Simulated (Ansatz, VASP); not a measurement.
**PtF in VASP and in Ansatz**

```
CELL_PARAMETERS angstrom
1.38166 -4.97353 0.00000
1.38166 4.97353 0.00000
0.00000 0.00000 3.87153
ATOMIC_POSITIONS crystal
Pt 0.91740 0.08260 0.25000
Pt 0.08260 0.91740 0.75000
F 0.71006 0.28994 0.25000
F 0.28994 0.71006 0.75000
```

Alike in both runs: functional PBE; k mesh 18 × 18 × 12; occupations gaussian, width 0.1 eV; no spin polarisation.

Ansatz relaxed the structure, and its values are those at the end. VASP's run is a single point on that final structure, the one shown.

|  | VASP | Ansatz |
| --- | --- | --- |
| version | VASP 6.6.1 | Ansatz 0.2.0 |
| potentials or method | VASP PAW PBE potentials, release 64 (Pt, F), cutoff 520 eV | scalar-relativistic, plane waves, PAW |
| valence electrons in the cell | 34 | 50 |

```tsv
	VASP	Ansatz	Ansatz less VASP
gap on the k mesh at the Fermi level (eV)	none	none	-
pressure (GPa)	-0.3	0.0	+0.29
rms of the force components (eV/Å)	0.041	0.000	-0.0405
```

A gap of «none» marks a metal or a gap that the smearing closes. With one functional, cell and mesh, what is left measures potentials, basis and numerics. VASP's potentials hold 34 valence electrons a cell and Ansatz's 50, so a difference there can come from the potentials and not from the codes.

Spin-orbit coupling is off throughout.
